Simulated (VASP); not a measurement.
## CdS: single point with PBE

CdS:

```xyz
4
Lattice="4.1608 0.0000 0.0000 -2.0804 3.6034 0.0000 0.0000 0.0000 6.7130" Properties=species:S:1:pos:R:3 pbc="T T T"
Cd    0.0000    2.4022   -0.0052
Cd    2.0804    1.2011    3.3513
S     0.0000    2.4022    2.5360
S     2.0804    1.2011    5.8925
```

```yaml
Program: VASP 6.6.1
Task: single point
Functional: PBE
Potentials_or_basis: VASP PAW PBE potentials, release 64 (Cd, S)
Cutoff: 520 eV
k_mesh: 8 × 8 × 5
Occupations: gaussian, width 0.05 eV
Spin: no spin polarisation
```

```json
{"Pressure": "2.3 GPa", "Band gap on the k mesh": "1.21 eV, direct"}
```

Stress tensor (GPa, compression positive):
```
2.17 0.00 0.00
0.00 2.17 0.00
0.00 0.00 2.58
```

Levels at points of the mesh, in eV from the valence-band top:
| k point | band 16 | band 17 | band 18 | band 19 | band 20 | band 21 |
| --- | --- | --- | --- | --- | --- | --- |
| (0.00, 0.00, 0.00) | -0.02 | 0.00 | 0.00 | 1.21 | 2.73 | 6.46 |
| (0.50, 0.00, 0.00) | -1.85 | -1.24 | -0.74 | 3.72 | 3.86 | 5.16 |

It took 70 s on 1 thread of Intel Xeon 6975P-C, on a shared host, peak memory 0.25 GiB.
